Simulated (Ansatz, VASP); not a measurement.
Two plane-wave programs on C

Contents of INCAR:

```
SYSTEM = C
PREC     = Accurate       ! precision mode
ENCUT    = 600            ! plane-wave cutoff, eV
EDIFF    = 1E-6           ! SCF threshold, eV
ISMEAR   = 0              ! smearing method
SIGMA    = 0.1            ! smearing width, eV
LREAL    = .False.        ! projectors in reciprocal space
LASPH    = .True.         ! aspherical terms in the spheres
NELM     = 60             ! most SCF steps
ALGO     = Normal         ! electronic algorithm
ISIF     = 3              ! what is computed and relaxed
LWAVE    = .False.        ! write WAVECAR
LCHARG   = .False.        ! write CHGCAR
IBRION   = 2              ! ionic algorithm
NSW      = 100            ! ionic steps
EDIFFG   = -0.05          ! ionic threshold
```

File KPOINTS:

```
regular mesh
0
Gamma
  9 9 6
  0 0 0
```

Contents of POSCAR:

```
C
1.0
    2.5200000000      0.0000000000      0.0000000000
   -1.2600000000      2.1823840175      0.0000000000
    0.0000000000      0.0000000000      4.1800000000
C
4
Direct
    0.3333333333      0.6666666667      0.0000000000
    0.6666666667      0.3333333333      0.5000000000
    0.3333333333      0.6666666667      0.3740000000
    0.6666666667      0.3333333333      0.8740000000
```

Input for Ansatz:

```yaml
crystal:
  lattice:
    - [2.52, 0.0, 0.0]
    - [-1.26, 2.1823840175, 0.0]
    - [0.0, 0.0, 4.18]
  atoms:
    - { symbol: C, position: [0.3333333333, 0.6666666667, 0.0] }
    - { symbol: C, position: [0.6666666667, 0.3333333333, 0.5] }
    - { symbol: C, position: [0.3333333333, 0.6666666667, 0.374] }
    - { symbol: C, position: [0.6666666667, 0.3333333333, 0.874] }
basis:
  ecutwfc: 420
kpoints:
  mp_grid: { grid: [9, 9, 6] }
hamiltonian:
  xc: lda
  pseudopotentials: { kind: paw, azcp: { folder: soft_1 } }
scf:
  occupations: { method: gaussian, width: 0.1 }
output:
  forces: true
  stress: true
  eigenvalues: true
relax:
  adjacent_minimum: "off"
  f_tol: 0.05
  max_steps: 80
  cell: { stress_tol: 0.5 }
```

Alike in both runs: task relaxation of cell and atoms; functional LDA; k mesh 9 × 9 × 6; occupations gaussian, width 0.1 eV; no spin polarisation.

```csv
,VASP,Ansatz
version,VASP 6.6.1,Ansatz 0.2.0
potentials or method,"VASP PAW LDA potentials, release 64 (C), cutoff 600 eV","scalar-relativistic, plane waves, PAW"
valence electrons in the cell,16,16
```

VASP gave:

- gap on the k mesh at the Fermi level, each at its own relaxed structure (eV): 3.01
- relaxed volume (Å³/atom): 5.53
- relaxed cell length with the largest relative difference (Å): 2.484

Question: Which values does Ansatz return?

Answer: gap on the k mesh at the Fermi level, each at its own relaxed structure (eV): 3.03; relaxed volume (Å³/atom): 5.52; relaxed cell length with the largest relative difference (Å): 2.484.

Ansatz warns that its potentials were made for another functional, while VASP's fit it. LDA's correlation is that of Perdew and Zunger in VASP and of Perdew and Wang (1992) in Ansatz.
